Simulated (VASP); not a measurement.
The system is BN.

```
CELL_PARAMETERS angstrom
0.00000 3.51846 2.18044
1.25992 0.00000 2.18044
1.25992 3.51846 0.00000
ATOMIC_POSITIONS crystal
N 0.66665 0.66665 0.33335
B 0.00005 0.00005 0.99995
```

Base run:

```yaml
Program: VASP 6.6.1
Functional: PBEsol
Potentials_or_basis: VASP PAW PBE potentials, release 64 (N, B)
Cutoff: 520 eV
k_mesh: 13 × 13 × 13
Occupations: fermi-dirac, width 0.05 eV
Spin: no spin polarisation
```

Its results: band gap on the k mesh 3.78 eV, indirect (least direct gap 4.54 eV); pressure -3.6 GPa; largest force 0.009 eV/Å.

**Question.** The run is repeated on the same cell with these changes: functional from PBEsol to LDA; potentials or basis from VASP PAW PBE potentials, release 64 (N, B) to VASP PAW LDA potentials, release 64 (N, B). What comes out?

**Answer.** Band gap on the k mesh 3.68 eV, indirect (least direct gap 4.46 eV); pressure -8.1 GPa; largest force 0.010 eV/Å.

Caveats: the PAW data sets were made with another functional, which shifts forces and pressure a little (some runs).

A k mesh can miss the band edges.
